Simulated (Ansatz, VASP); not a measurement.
BaZrO3: VASP beside Ansatz

```
Ba Zr O
1.0
     4.23325    0.00000    0.00000
     0.00000    4.23325    0.00000
     0.00000    0.00000    4.10875
Ba Zr O
1 1 3
Direct
  0.00000 0.00000 0.00000
  0.50000 0.50000 0.50000
  0.00000 0.50000 0.50000
  0.50000 0.00000 0.50000
  0.50000 0.50000 0.00000
```

Alike in both runs: task single point; functional PBE; k mesh 6 × 6 × 6; occupations gaussian, width 0.05 eV; no spin polarisation.

|  | VASP | Ansatz |
| --- | --- | --- |
| version | VASP 6.6.1 | Ansatz 0.2.0 |
| potentials or method | VASP PAW PBE potentials, release 64 (Ba_sv, Zr_sv, O), cutoff 520 eV | plane waves, PAW |
| valence electrons in the cell | 40 | 40 |

|  | VASP | Ansatz | Ansatz less VASP |
| --- | --- | --- | --- |
| pressure (GPa) | 5.3 | 4.3 | -1.05 |
| traceless stress, the component that is largest in VASP (GPa) | 5.04 | 4.94 | -0.105 |

Neither program's run includes spin-orbit coupling.
